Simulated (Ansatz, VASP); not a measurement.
**One calculation of Fe, two programs**

```
Fe
1.0
     4.02801    0.00000    0.00000
    -2.01400    3.48836    0.00000
     0.00000    0.00000    2.53175
Fe
3
Direct
  0.00000 0.00000 0.00000
  0.33333 0.66667 0.50000
  0.66667 0.33333 0.50000
```

Alike in both runs: task single point; functional revPBE; k mesh 11 × 11 × 14; occupations fermi-dirac, width 0.1 eV; no spin polarisation.

|  | VASP | Ansatz |
| --- | --- | --- |
| version | VASP 6.6.1 | Ansatz 0.2.0 |
| potentials or method | VASP PAW PBE potentials, release 64 (Fe), cutoff 520 eV | plane waves (420 eV) with PAW, scalar-relativistic |
| valence electrons in the cell | 24 | 48 |

```tsv
	VASP	Ansatz	Ansatz less VASP
pressure (GPa)	-22.6	-22.7	-0.11
traceless stress, the component that is largest in VASP (GPa)	1.30	1.30	-0.003
```

VASP's potentials were made for PBE, not for revPBE. VASP's potentials hold 24 valence electrons a cell and Ansatz's 48, so a difference there can come from the potentials and not from the codes.
